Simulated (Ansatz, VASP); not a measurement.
One calculation of B2Ru3, two programs

```
CELL_PARAMETERS angstrom
4.67380 0.00000 0.00000
0.00000 4.67380 0.00000
0.00000 0.00000 3.05082
ATOMIC_POSITIONS crystal
B 0.50000 0.50000 0.24979
B 0.50000 0.50000 0.75021
Ru 0.00000 0.00000 0.00000
Ru 0.00000 0.50000 0.00000
Ru 0.50000 0.00000 0.00000
```

Alike in both runs: functional PBE; k mesh 4 × 4 × 4; occupations gaussian, width 0.1 eV; no spin polarisation.

Ansatz relaxed the structure, and its values are those at the end. VASP's run is a single point on that final structure, the one shown.

|  | VASP | Ansatz |
| --- | --- | --- |
| version | VASP 6.6.1 | Ansatz 0.2.0 |
| potentials or method | VASP PAW PBE potentials, release 64 (B, Ru_pv), cutoff 520 eV | scalar-relativistic, plane waves, PAW |
| valence electrons in the cell | 48 | 54 |

Ansatz gave:

| Property | Result |
| --- | --- |
| gap on the k mesh at the Fermi level (eV) | none |
| pressure (GPa) | 0.0 |
| rms of the force components (eV/Å) | 0.002 |

**Question.** Estimate VASP's values.

**Answer.** gap on the k mesh at the Fermi level (eV): none; pressure (GPa): 0.1; rms of the force components (eV/Å): 0.009.

A gap of «none» marks a metal or a gap that the smearing closes. VASP's potentials hold 48 valence electrons a cell and Ansatz's 54, so a difference there can come from the potentials and not from the codes.

The k mesh is coarse, so the values compare programs but aren't converged.
